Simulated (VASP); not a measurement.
# WSe2 (P6_3/mmc) in VASP: settings compared, part 2 of 2

VASP 6.6.1. Earlier steps stand in the parts before.

**3. Single point, PBEsol**

This run uses another cell than the first one, of 20.42 Å³/atom.

INCAR

```
ALGO = Normal
EDIFF = 1E-7
ENCUT = 520
GGA = PS
ISIF = 2
ISMEAR = -1
LASPH = True
LCHARG = False
LREAL = False
LWAVE = False
NBANDS = 35
NELM = 80
PREC = Accurate
SIGMA = 0.02
```

KPOINTS

```
k-points
0
Gamma
  12 12 2
```

POSCAR

```
WSe2
1.0
    3.2710562420      0.0000000000      0.0000000000
   -1.6355281210      2.8328178027      0.0000000000
    0.0000000000      0.0000000000     13.2249711527
W Se
2 4
Direct
    0.3333333333      0.6666666667      0.2500000000
    0.6666666667      0.3333333333      0.7500000000
    0.3333333333      0.6666666667      0.6234079457
    0.6666666667      0.3333333333      0.1234079457
    0.3333333333      0.6666666667      0.8765920543
    0.6666666667      0.3333333333      0.3765920543
```

Potentials or basis: VASP PAW PBE potentials, release 64 (W_sv, Se).

The run is started by

```bash
cat potpaw_PBE.64/W_sv/POTCAR potpaw_PBE.64/Se/POTCAR > POTCAR
mpirun -np 1 vasp_std > vasp.out
```

OUTCAR:

```text
EDIFF = 1E-7
   ENCUT = 520
   GGA = PS
   ISIF = 2
   ISMEAR = -1
   LASPH = True
   LREAL = False
   NELM = 80
   PREC = Accurate

 ion  position               nearest neighbor table
   1  0.333  0.667  0.250-   4 2.52   6 2.52   4 2.52   6 2.52   4 2.52   6 2.52
   2  0.667  0.333  0.750-   3 2.52   5 2.52   3 2.52   5 2.52   3 2.52   5 2.52
   3  0.333  0.667  0.623-   2 2.52   2 2.52   2 2.52
   4  0.667  0.333  0.123-   1 2.52   1 2.52   1 2.52
   5  0.333  0.667  0.877-   2 2.52   2 2.52   2 2.52
   6  0.667  0.333  0.377-   1 2.52   1 2.52   1 2.52

  LATTYP: Found a hexagonal cell.
 ALAT       =     3.2710562420
 C/A-ratio  =     4.0430277483

  Lattice vectors:

 A1 = (   3.2710562420,   0.0000000000,   0.0000000000)
 A2 = (  -1.6355281210,   2.8328178027,   0.0000000000)
 A3 = (   0.0000000000,   0.0000000000,  13.2249711527)

Analysis of symmetry for initial positions (statically):
=====================================================================
 Subroutine PRICEL returns:
 Original cell was already a primitive cell.

 Routine SETGRP: Setting up the symmetry group for a
 hexagonal supercell.

 Subroutine GETGRP returns: Found 24 space group operations
 (whereof 12 operations were pure point group operations)
 out of a pool of 24 trial point group operations.

The static configuration has the point symmetry D_3d.
 The point group associated with its full space group is D_6h.

Analysis of symmetry for dynamics (positions and initial velocities):
=====================================================================
 Subroutine PRICEL returns:
 Original cell was already a primitive cell.

 Routine SETGRP: Setting up the symmetry group for a
 hexagonal supercell.

 Subroutine GETGRP returns: Found 24 space group operations
 (whereof 12 operations were pure point group operations)
 out of a pool of 24 trial point group operations.

The dynamic configuration has the point symmetry D_3d.
 The point group associated with its full space group is D_6h.

 Subroutine INISYM returns: Found 24 space group operations
 (whereof 12 operations are pure point group operations),
 and found     1 'primitive' translations

----------------------------------------------------------------------------------------

                                     Primitive cell

  volume of cell :     122.5466

  direct lattice vectors                    reciprocal lattice vectors
     3.271056242  0.000000000  0.000000000     0.305711650  0.176502703  0.000000000
    -1.635528121  2.832817803  0.000000000     0.000000000  0.353005407  0.000000000
     0.000000000  0.000000000 13.224971153     0.000000000  0.000000000  0.075614532

  length of vectors
     3.271056242  3.271056242 13.224971153     0.353005406  0.353005407  0.075614532

  position of ions in fractional coordinates (direct lattice)
     0.333333333  0.666666667  0.250000000
     0.666666667  0.333333333  0.750000000
     0.333333333  0.666666667  0.623407946
     0.666666667  0.333333333  0.123407946
     0.333333333  0.666666667  0.876592054
     0.666666667  0.333333333  0.376592054

  ion indices of the primitive-cell ions
   primitive index   ion index
                 1           1
                 2           2
                 3           3
                 4           4
                 5           5
                 6           6

[... 31 lines left out ...]
  0.250000  0.000000  0.000000      6.000000
  0.333333  0.000000  0.000000      6.000000
  0.416667  0.000000  0.000000      6.000000
[... 16 lines left out ...]
  0.250000  0.000000  0.500000      6.000000
  0.333333  0.000000  0.500000      6.000000
 [... further k-points ...]
   k-points           NKPTS =     38   k-points in BZ     NKDIM =     38   number of bands    NBANDS=     35
   number of dos      NEDOS =    301   number of ions     NIONS =      6
   total plane-waves  NPLWV =  56448
   dimension x,y,z NGX =    24 NGY =   24 NGZ =   98
   dimension x,y,z NGXF=    48 NGYF=   48 NGZF=  196
   ions per type =               2   4
   NGX,Y,Z   is equivalent  to a cutoff of  12.20, 12.20, 12.32 a.u.
   NGXF,Y,Z  is equivalent  to a cutoff of  24.40, 24.40, 24.64 a.u.
 SYSTEM =  unknown system
   PREC   = accura    normal or accurate (medium, high low for compatibility)
   ISTART =      0    job   : 0-new  1-cont  2-samecut
   ICHARG =      2    charge: 1-file 2-atom 10-const
   ISPIN  =      1    spin polarized calculation?
   LNONCOLLINEAR =      F non collinear calculations
   LSORBIT =      F    spin-orbit coupling
   LASPH  =      T    aspherical Exc in radial PAW
   ENCUT  =  520.0 eV  38.22 Ry    6.18 a.u.   6.08  6.08 24.59*2*pi/ulx,y,z
   NELM   =     80;   NELMIN=  2; NELMDL= -5     # of ELM steps
   EDIFF  = 0.1E-06   stopping-criterion for ELM
   LREAL  =      F    real-space projection
   EDIFFG = 0.1E-05   stopping-criterion for IOM
   NSW    =      0    number of steps for IOM
   IBRION =     -1    ionic relax: 0-MD 1-quasi-New 2-CG
   NFREE  =      0    steps in history (QN), initial steepest desc. (CG)
   ISIF   =      2    stress and relaxation
   ISYM   =      2    0-nonsym 1-usesym 2-fastsym
   POTIM  = 0.5000    time-step for ionic-motion
   TEBEG  =    0.0;   TEEND  =   0.0 temperature during run
   PSTRESS=    0.0 pullay stress
   NELECT =      52.0000    total number of electrons
   NUPDOWN=      -1.0000    fix difference up-down
   EMIN   =  10.00;   EMAX   =-10.00  energy-range for DOS
   EFERMI =   0.00;   METHOD = LEGACY
   ISMEAR =    -1;   SIGMA  =   0.02  broadening in eV -4-tet -1-fermi 0-gaus
   EFERMI_NEDOS =   21; number of points for ismear=-14 and -15
   IALGO  =     38    algorithm
   IMIX   =      4    mixing-type and parameters
     AMIX     =   0.40;   BMIX     =  1.00
     AMIX_MAG =   1.60;   BMIX_MAG =  1.00
  volume/ion in A,a.u.               =      20.42       137.83
  Fermi-wavevector in a.u.,A,eV,Ry     =   1.230199  2.324740 20.590926  1.513390
  Thomas-Fermi vector in A             =   2.365057
   LORBIT       =      0    0 simple, 1 ext, 2 COOP (PROOUT), +10 PAW based schemes
   GGA     = PS    functional components
   LHFCALC =     F    Hartree Fock is set to
   AEXX    =    0.0000 exact exchange contribution
   IVDW    =     0    specifies the selected vdW correction
   LEPSILON=     F    determine dielectric tensor
   LRPA    =     F    only Hartree local field effects (RPA)
 non-spin polarized calculation
  energy-cutoff  :      520.00
  volume of cell :      122.55
 maximum number of plane-waves:      3354
   NGX = 13   NGY = 13   NGZ = 49

 number of electron      51.9999994 magnetization

 Free energy of the ion-electron system (eV)
  ---------------------------------------------------
  ext. energy  EPLUGINS =         0.00000000
  ---------------------------------------------------
  free energy    TOTEN  =       -46.55063477 eV

  energy without entropy =      -46.55063477  energy(sigma->0) =      -46.55063477

 E-fermi :   6.3548     XC(G=0): -10.8326

 val. band max:        5.9472067957   @ k =   0.0000   0.0000   0.0000
 cond. band min:       6.9861174660   @ k =   0.1667   0.1667   0.0000
 fundamental gap:      1.0389106704
 Fermi energy:         6.3548048048

 k-point     1 :       0.0000    0.0000    0.0000
  band No.  band energies     occupation
      1     -68.2237      2.00000
      2     -68.2237      2.00000
      3     -32.4887      2.00000
      4     -32.4887      2.00000
      5     -32.3392      2.00000
      6     -32.3392      2.00000
[... 901 lines left out ...]
     34      10.0483      0.00000
     35      11.6392      0.00000

 [... further k-points ...]

------------------------ aborting loop because EDIFF is reached ----------------------------------------

  FORCE on cell =-STRESS in cart. coord.  units (eV):
  Direction    XX          YY          ZZ          XY          YZ          ZX
  --------------------------------------------------------------------------------------
  -------------------------------------------------------------------------------------
  Total        0.2861789      0.2861789      0.4041858      0.0000000      0.0000000      0.0000000
  in kB        3.7415096      3.7415096      5.2843344      0.0000000      0.0000000      0.0000000
  external PRESSURE =       4.2557845 kB  Pullay stress =       0.0000000 kB

 VOLUME and BASIS-vectors are now :
 -----------------------------------------------------------------------------
  energy-cutoff  :      520.00
  volume of cell :      122.55
      direct lattice vectors                 reciprocal lattice vectors
     3.271056242  0.000000000  0.000000000     0.305711650  0.176502703  0.000000000
    -1.635528121  2.832817803  0.000000000     0.000000000  0.353005407  0.000000000
     0.000000000  0.000000000 13.224971153     0.000000000  0.000000000  0.075614532

 POSITION                                       TOTAL-FORCE (eV/Angst)
 -----------------------------------------------------------------------------------
     -0.00000      1.88855      3.30624        -0.000000     -0.000000      0.000000
      1.63553      0.94427      9.91873         0.000000      0.000000      0.000000
     -0.00000      1.88855      8.24455        -0.000000     -0.000000     -0.061344
      1.63553      0.94427      1.63207         0.000000      0.000000     -0.061344
     -0.00000      1.88855     11.59290         0.000000      0.000000      0.061344
      1.63553      0.94427      4.98042        -0.000000      0.000000      0.061344
 -----------------------------------------------------------------------------------
    total drift:                                0.000000     -0.000000      0.000000

  FREE ENERGIE OF THE ION-ELECTRON SYSTEM (eV)
  ---------------------------------------------------
  free  energy   TOTEN  =       -46.5506347662 eV

  energy  without entropy=      -46.5506347662  energy(sigma->0) =      -46.55063477
```

Run time: 3.5 min. Hardware: 1 thread of Intel Xeon 8259CL, shared host; peak memory 0.3 GiB.

What came out:

- Free energy: -46.5506 eV
- Pressure: 0.4 GPa
- Largest force: 0.061 eV/Å
- Band gap on the k mesh: 1.04 eV (least direct gap 1.59 eV)

Forces on the atoms (eV/Å):
```
W    0.000  0.000  0.000
W    0.000  0.000  0.000
Se   0.000  0.000 -0.061
Se   0.000  0.000 -0.061
Se   0.000  0.000  0.061
Se   0.000  0.000  0.061
```

Levels at points of the mesh, in eV from the valence-band top:
```
           k point  band 22  band 23  band 24  band 25  band 26  band 27  band 28  band 29  band 30  band 31
(0.00, 0.00, 0.00)    -1.38    -1.38    -1.19    -1.09     0.00     2.80     2.80     2.84     2.84     2.93
(0.50, 0.00, 0.00)    -2.36    -1.34    -1.23    -1.18    -0.99     2.28     2.31     2.42     2.78     3.06
(0.00, 0.00, 0.50)    -1.40    -1.40    -1.40    -0.24    -0.24     2.81     2.81     2.81     2.81     3.02
(0.50, 0.00, 0.50)    -2.47    -1.27    -1.27    -1.09    -1.09     2.30     2.30     2.63     2.63     3.44
```

Caveat: the PAW data sets were made with another functional, which shifts forces and pressure a little; spin-orbit coupling is left out, which moves the levels of the heavy elements; this functional lacks dispersion, which binds layers or chains, so the pressure and a relaxed spacing across them are unreliable.

**4. Against experiment**

Step 2. Measured gap of WSe2: 1.3 eV (indirect; “Time-resolved XUV ARPES with tunable 24–33 eV laser pulses at 30 meV resolution”, 2019, pmc:6684652). This calculation gives 0.88 eV (-0.42 eV). Spin-orbit coupling on Se, W is left out. The value is that of LDA on a finite k mesh, which can miss the band edges, without temperature or zero-point motion. Semilocal functionals fall short of measured gaps as a rule.

Step 3. Measured gap of WSe2: 1.3 eV (indirect; “Time-resolved XUV ARPES with tunable 24–33 eV laser pulses at 30 meV resolution”, 2019, pmc:6684652). This calculation gives 1.04 eV (-0.26 eV). Spin-orbit coupling on Se, W is left out. The value is that of PBEsol on a finite k mesh, which can miss the band edges, without temperature or zero-point motion. Semilocal functionals fall short of measured gaps as a rule.
